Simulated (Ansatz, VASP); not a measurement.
# C: VASP beside Ansatz

File POSCAR:

```
C
1.0
    0.0261361777      1.7706578374      1.7706578374
    1.7706578374      0.0261361777      1.7706578374
    1.7706578374      1.7706578374      0.0261361777
C
2
Direct
    0.0001661688      0.0001661688      0.0001661688
    0.2498338312      0.2498338312      0.2498338312
```

Contents of INCAR.step1:

```
SYSTEM = C
PREC = Accurate ; ENCUT = 520
EDIFF = 1E-5 ; ISMEAR = 0
SIGMA = 0.01 ; LREAL = .FALSE.
LASPH = .TRUE. ; NELM = 60
ALGO = Normal ; ISIF = 2
LWAVE = .TRUE. ; LCHARG = .FALSE.
NBANDS = 11 ; GGA = PE
```

The input INCAR.step2:

```
SYSTEM = C
PREC = Accurate ; ENCUT = 520
EDIFF = 1E-6 ; ISMEAR = 0
SIGMA = 0.01 ; LREAL = .FALSE.
LASPH = .TRUE. ; NELM = 60
ALGO = Normal ; ISIF = 2
LWAVE = .FALSE. ; LCHARG = .FALSE.
GGA = PE ; LHFCALC = .TRUE.
HFSCREEN = 0.2079 ; PRECFOCK = Normal
NBANDS = 11 ; ISTART = 1
```

File KPOINTS:

```
regular mesh
0
G
  8 8 8
  0 0 0
```

Input for Ansatz:

```yaml
crystal:
  lattice:
    - [0.0261361777, 1.7706578374, 1.7706578374]
    - [1.7706578374, 0.0261361777, 1.7706578374]
    - [1.7706578374, 1.7706578374, 0.0261361777]
  atoms:
    - { symbol: C, position: [0.0001661688, 0.0001661688, 0.0001661688] }
    - { symbol: C, position: [0.2498338312, 0.2498338312, 0.2498338312] }
kpoints:
  mp_grid: { grid: [8, 8, 8] }
  band_path:
    path:
      - [0.0, 0.0, 0.0]
      - [0.5, 0.0, 0.5]
      - [0.625, 0.25, 0.625]
      - [0.375, 0.375, 0.75]
      - [0.5, 0.5, 0.5]
      - [0.5, 0.25, 0.75]
      - [-0.003906, 0.36849, 0.36849]
    npoints: 1
hamiltonian:
  xc: hse06
scf:
  occupations: { method: fixed }
  n_extra_bands: 4
output:
  forces: true
  stress: true
  eigenvalues: true
  write_density: true
  write_potential: true
  elf: true
  volumetric_format: npy
```

Change from the starting cell: epitaxial_111 strain -2.0%.

Alike in both runs: task single point; functional HSE06; k mesh 8 × 8 × 8; no spin polarisation.

|  | VASP | Ansatz |
| --- | --- | --- |
| version | VASP 6.6.1 | Ansatz 0.2.0 |
| potentials or method | VASP PAW PBE potentials, release 64 (C) | plane waves, PAW |
| plane-wave cutoff (eV) | 520 | 420 |
| occupations | gaussian, width 0.01 eV | fixed |
| valence electrons in the cell | 8 | 8 |

VASP gave:

```
gap on the k mesh at the Fermi level (eV)                     : 5.34
pressure (GPa)                                                : 14.1
traceless stress, the component that is largest in VASP (GPa) : -9.54
rms of the force components (eV/Å)                            : 0.021
```

Problem. What did Ansatz give for the same quantities?

Solution. gap on the k mesh at the Fermi level (eV): 5.35; pressure (GPa): 13.0; traceless stress, the component that is largest in VASP (GPa): -9.48; rms of the force components (eV/Å): 0.016.

Atom by atom the forces differ by 0.005 eV/Å (rms over components). Ansatz's warnings: stress exchange threshold loose, stress scf threshold loose.
